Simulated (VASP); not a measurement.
Crystal: HgTe.

```
CELL_PARAMETERS angstrom
2.97243 -3.44366 0.00000
2.97243 3.44366 0.00000
0.00000 0.00000 5.75924
ATOMIC_POSITIONS crystal
Hg 0.65695 0.34305 0.25000
Hg 0.34305 0.65695 0.75000
Te 0.21519 0.78481 0.25000
Te 0.78481 0.21519 0.75000
```

Base run:

- Program: VASP 6.6.1
- Functional: PBE
- Potentials or basis: VASP PAW PBE potentials, release 64 (Hg, Te)
- Cutoff: 520 eV
- k mesh: 6 × 6 × 5
- Occupations: fermi-dirac, width 0.05 eV
- Spin: no spin polarisation

Its results: band gap on the k mesh zero (band 18 reaches 4.44 eV, above the bottom of band 19 at 2.32 eV); pressure 0.7 GPa; largest force 0.043 eV/Å.

Task: After a change of settings the same cell gave: band gap on the k mesh zero (band 18 reaches 4.25 eV, above the bottom of band 19 at 2.12 eV); pressure -4.0 GPa; largest force 0.208 eV/Å. Which change was it?
A. functional from PBE to r2SCAN; further incar settings from ALGO = Normal; EDIFF = 1e-06; NBANDS = 26 to ALGO = Normal; EDIFF = 1e-07; NBANDS = 26
B. functional from PBE to LDA; potentials or basis from VASP PAW PBE potentials, release 64 (Hg, Te) to VASP PAW LDA potentials, release 64 (Hg, Te)
C. functional from PBE to PBEsol

Result: B.

Caveats: spin-orbit coupling is left out, which moves the levels of the heavy elements.
